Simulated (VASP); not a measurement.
AlN (e600), 4 atoms in the cell. The structure is hexagonal, space group P6_3mc (No. 186). The conventional cell has a = 3.082 Å, b = 3.082 Å, c = 4.933 Å, α = 90.00°, β = 90.00°, γ = 120.00°. Within 2.5 Å of Al (site symmetry 3m) lie 4 N at 1.87 to 1.89 Å. Within 2.5 Å of N (site symmetry 3m) lie 4 Al at 1.87 to 1.89 Å.  This cell differs from its parent crystal: strained cell.

```yaml
Program: VASP 6.6.1
Task: single point
Functional: PBEsol
Potentials_or_basis: VASP PAW PBE potentials, release 64 (Al, N)
Cutoff: 600 eV
k_mesh: 9 × 9 × 4
Occupations: gaussian, width 0.02 eV
Spin: no spin polarisation
Dipole_correction: no
Further_INCAR_settings: ALGO = Normal; EDIFF = 1e-06; NBANDS = 16
```

Potentials or basis: VASP PAW PBE potentials, release 64 (Al, N).

Command:

```console
$ cat potpaw_PBE.64/Al/POTCAR potpaw_PBE.64/N/POTCAR > POTCAR
$ mpirun -np 1 vasp_std > vasp.out
```

Hardware: 1 thread of Intel(R) Xeon(R) Platinum 8559C (Emerald Rapids) (shared host).

Estimate the wall time of this run.

Wall time 16 s on 1 thread of Intel(R) Xeon(R) Platinum 8559C (Emerald Rapids), with other jobs on the host, peak memory 0.18 GiB. Counts: scf iterations 12, k points 36.
